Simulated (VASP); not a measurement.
Si8NO14 (a cell with a defect): single point with LDA

The system is Si8NO14 (a cell with a defect).

```
Si O N
1.0
    -4.16930   -4.16930    0.00000
     4.16930   -4.16930    0.00000
     0.00000    0.00000    5.33040
Si O N
8 14 1
Direct
  0.50042 0.49939 0.00120
  0.00010 0.49489 0.25039
  0.50043 0.49950 0.49954
  0.00087 0.54298 0.75029
  0.99561 0.99934 0.02275
  0.49987 0.99670 0.25037
  0.99567 0.99849 0.47825
  0.49579 0.00167 0.75042
  0.19277 0.49999 0.99970
  0.99927 0.19805 0.25072
  0.80822 0.49870 0.99851
  0.99807 0.79857 0.25010
  0.19274 0.50018 0.50097
  0.80825 0.49890 0.50216
  0.69085 0.99606 0.00925
  0.50208 0.68910 0.25026
  0.30947 0.99478 0.01176
  0.50093 0.30727 0.25039
  0.69090 0.99582 0.49156
  0.50012 0.69339 0.75048
  0.30943 0.99453 0.48903
  0.49934 0.30565 0.75037
  0.00610 0.08664 0.75036
```

- Program: VASP 6.6.1
- Task: single point
- Functional: LDA
- Potentials or basis: VASP PAW LDA potentials, release 64 (Si, O, N)
- Cutoff: 520 eV
- k mesh: 2 × 2 × 2
- Occupations: gaussian, width 0.05 eV
- Spin: collinear spin, zero start
- Starting moments: [0.0, 0.0, 0.0, 0.0, 0.0, 0.0, 0.0, 0.0, 0.0, 0.0, 0.0, 0.0, 0.0, 0.0, 0.0, 0.0, 0.0, 0.0, 0.0, 0.0, 0.0, 0.0, 0.0] μB
- Dipole correction: no
- Further INCAR settings: LREAL = Auto; ALGO = Normal; EDIFF = 1e-06; NBANDS = 82

```json
{
  "Pressure": "10.2 GPa",
  "Largest force": "4.084 eV/Å",
  "Net moment": "0.00 μB per cell",
  "Valence electrons inside the program's atomic spheres": "Si 1.50, 1.69, 1.59, 1.44 (each value once); O 5.19, 5.28, 5.26, 5.22, 5.24, 5.21 (each value once); N 4.06"
}
```

Forces on the atoms (eV/Å):
```
Si  -0.076  0.072 -0.051
Si  -0.130  0.139 -0.014
Si  -0.078  0.074  0.049
Si  -0.597  0.608  0.013
Si  -0.244  0.077 -0.429
Si  -0.170  0.147  0.007
Si  -0.218  0.053  0.436
Si  -0.093 -0.010 -0.004
O    0.002 -0.020 -0.074
O   -0.113  0.131 -0.010
O    0.029 -0.003 -0.070
O   -0.106  0.100  0.004
O   -0.011 -0.028  0.076
O    0.040  0.012  0.072
O   -0.252  0.204 -0.086
O   -0.083  0.104  0.011
O   -0.170  0.312 -0.106
O   -0.132  0.154  0.010
O   -0.240  0.215  0.082
O   -0.061  0.065 -0.009
O   -0.179  0.302  0.106
O   -0.091  0.093 -0.008
N    2.973 -2.800 -0.003
```

Stress tensor (GPa, compression positive):
```
 6.33  0.79  0.04
 0.79  6.17 -0.04
 0.04 -0.04 17.97
```

Levels at points of the mesh, in eV from the Fermi level:
Spin up:
```tsv
k point	band 56	band 57	band 58	band 59	band 60	band 61	band 62	band 63	band 64	band 65
(0.00, 0.00, 0.00)	-3.86	-3.70	-3.44	-2.88	-0.68	-0.52	3.32	3.91	4.12	4.41
(0.50, 0.00, 0.00)	-4.13	-3.75	-3.57	-2.59	-1.29	-0.21	3.63	4.22	4.65	4.66
(0.00, 0.50, 0.00)	-4.26	-3.63	-3.51	-3.22	-0.70	-0.17	2.77	4.14	4.30	4.90
(0.50, 0.50, 0.00)	-3.93	-3.90	-3.74	-3.29	-1.12	-0.05	3.07	4.64	4.95	5.18
(0.00, 0.00, 0.50)	-3.74	-3.62	-3.20	-3.19	-0.50	0.15	2.56	4.36	5.01	5.18
(0.50, 0.00, 0.50)	-3.78	-3.55	-3.35	-2.97	-1.04	0.05	2.95	4.33	5.08	5.26
(0.00, 0.50, 0.50)	-3.64	-3.53	-3.45	-3.28	-0.48	0.25	2.44	3.77	5.44	5.81
(0.50, 0.50, 0.50)	-4.00	-3.95	-3.60	-3.03	-1.04	0.20	2.76	3.67	5.89	6.40
```
Spin down:
| k point | band 57 | band 58 | band 59 | band 60 | band 61 | band 62 | band 63 | band 64 |
| --- | --- | --- | --- | --- | --- | --- | --- | --- |
| (0.00, 0.00, 0.00) | -3.70 | -3.44 | -2.88 | -0.68 | -0.52 | 3.32 | 3.91 | 4.12 |
| (0.50, 0.00, 0.00) | -3.75 | -3.57 | -2.59 | -1.29 | -0.21 | 3.63 | 4.22 | 4.65 |
| (0.00, 0.50, 0.00) | -3.63 | -3.51 | -3.22 | -0.70 | -0.17 | 2.77 | 4.14 | 4.30 |
| (0.50, 0.50, 0.00) | -3.90 | -3.74 | -3.29 | -1.12 | -0.05 | 3.07 | 4.64 | 4.95 |
| (0.00, 0.00, 0.50) | -3.62 | -3.20 | -3.19 | -0.50 | 0.15 | 2.56 | 4.36 | 5.01 |
| (0.50, 0.00, 0.50) | -3.55 | -3.35 | -2.97 | -1.04 | 0.05 | 2.95 | 4.33 | 5.08 |
| (0.00, 0.50, 0.50) | -3.53 | -3.45 | -3.28 | -0.48 | 0.25 | 2.44 | 3.77 | 5.44 |
| (0.50, 0.50, 0.50) | -3.95 | -3.60 | -3.03 | -1.04 | 0.20 | 2.76 | 3.67 | 5.89 |

Run time: 2.4 min on 1 thread of Intel(R) Xeon(R) 6975P-C (Granite Rapids), on a shared host, peak memory 0.33 GiB.

Caveat: the k points lie up to 0.59 Å⁻¹ apart; no moment was typed at the start, so none could form.
